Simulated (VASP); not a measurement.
Write the native input for VASP 6.6.1 that does the following.

```
Task                   : single point
Functional             : PBE
Potentials or basis    : VASP PAW PBE potentials, release 64 (S, Be, Te)
Cutoff                 : 520 eV
k mesh                 : 6 × 6 × 6
Occupations            : gaussian, width 0.01 eV
Spin                   : no spin polarisation
Dipole correction      : no
Further INCAR settings : ALGO = Normal; EDIFF = 1e-07; NBANDS = 21
```

The structure of Be3Te2S lies in POSCAR:

```
Be3Te2S
1.0
   -1.9144650291      5.7350375943      2.6927297516
    1.9144650291     -5.7350375943      2.6927297516
    1.9144650291      5.7350375943     -2.6927297516
S Be Te
1 3 2
Direct
   -0.0001509540     -0.0001509540      0.0000000000
    0.2083419947      0.7083419947      0.5000000000
    0.6223379212      0.7719797434      0.8503581779
    0.9216215655      0.7719797434      0.1496418221
    0.3348696586     -0.0010752637      0.3359449223
    0.6629798139     -0.0010752637      0.6640550777
```

One way to write it, as run:

INCAR

```
  PREC = Accurate
  ENCUT = 520
  EDIFF = 1E-7
  ISMEAR = 0
  SIGMA = 0.01
  LREAL = F
  LASPH = T
  NELM = 100
  ALGO = Normal
  ISIF = 2
  LWAVE = F
  LCHARG = F
  GGA = PE
  NBANDS = 21
```

KPOINTS

```
Automatic mesh
0
Gamma
  6 6 6
```

Potentials or basis: VASP PAW PBE potentials, release 64 (S, Be, Te).

Launch:

```bash
$ cat potpaw_PBE.64/S/POTCAR potpaw_PBE.64/Be/POTCAR potpaw_PBE.64/Te/POTCAR > POTCAR
$ mpirun -np 1 vasp_std > vasp.out
```

It gave:

| Quantity | Value |
| --- | --- |
| Pressure | 0.1 GPa |
| Largest force | 0.015 eV/Å |
| Band gap on the k mesh | 1.71 eV (least direct gap 1.73 eV) |

Caveat: spin-orbit coupling is left out, which moves the levels of the heavy elements.

It took 110 s on 1 thread of Intel(R) Xeon(R) 6975P-C (Granite Rapids) (shared host), peak memory 0.4 GiB.
